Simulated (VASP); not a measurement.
MoS2:

```
Mo S
1.0
     3.22747    0.00000    0.00000
    -1.61373    2.79507    0.00000
     0.00000    0.00000    6.31247
Mo S
1 2
Direct
  0.00000 0.00000 0.50000
  0.33333 0.66667 0.25532
  0.66667 0.33333 0.74468
```

```yaml
Program: VASP 6.6.1
Task: relaxation of cell and atoms
Functional: PBEsol
Dispersion: D3(BJ)
Potentials_or_basis: VASP PAW PBE potentials, release 64 (Mo_sv, S)
Cutoff: 600 eV
k_mesh: 10 × 10 × 5
Occupations: fermi-dirac, width 0.15 eV
Spin: no spin polarisation
```

At the start: pressure -6.2 GPa; volume 18.98 Å³/atom.

Problem. Where does the relaxation end?

Solution. Over 25 steps the energy falls by 70.6 meV/atom and the volume is 15.86 Å³/atom (-16.4 %); space group P-3m1 (No. 164, to 0.1 Å) before and after.

The path:
```
step  energy change (eV)  largest force (eV/Å)  pressure (GPa)  volume (Å³)
   1              0.0000                0.0458           -6.16        56.94
   2              0.0170                1.8149            9.87        51.14
   3             -0.0620                0.8226            0.52        54.11
   4             -0.1167                0.4148           -0.01        52.82
   5             -0.1256                0.1696           -0.26        52.09
   6             -0.1360                0.1643           -0.28        51.72
   7             -0.1643                0.1537           -0.20        50.62
   8             -0.2036                0.1436            0.77        48.36
   9             -0.0753                0.0560            7.41        43.62
  10             -0.1973                0.4718            3.09        47.80
  11             -0.1831                0.4350            5.06        45.74
  12             -0.1969                0.4959            3.95        46.97
  13             -0.2007                0.4204            3.42        46.96
  14             -0.2074                0.1984            1.89        46.93
  15             -0.2010                0.2263           -0.94        46.85
  16             -0.2082                0.0912            1.16        46.91
  17             -0.2088                0.0879            1.06        46.97
  18             -0.2102                0.0773            0.79        47.16
  19             -0.2116                0.0555            0.27        47.54
  20             -0.2116                0.0489            0.14        47.65
  21             -0.2116                0.0480            0.12        47.67
  22             -0.2117                0.0297            0.02        47.66
  23             -0.2118                0.0027           -0.13        47.65
  24             -0.2118                0.0027           -0.07        47.62
  25             -0.2118                0.0027           -0.01        47.59
```

Final structure:
```
Mo S
1.0
     3.14004    0.00000    0.00000
    -1.57002    2.71935    0.00000
     0.00000    0.00000    5.57305
Mo S
1 2
Direct
  0.00000 0.00000 0.50000
  0.33333 0.66667 0.21856
  0.66667 0.33333 0.78144
```

Caveat: the volume moved by over 15 % at a fixed basis, so the end points are rough; the PAW data sets were made with another functional, which shifts forces and pressure a little.
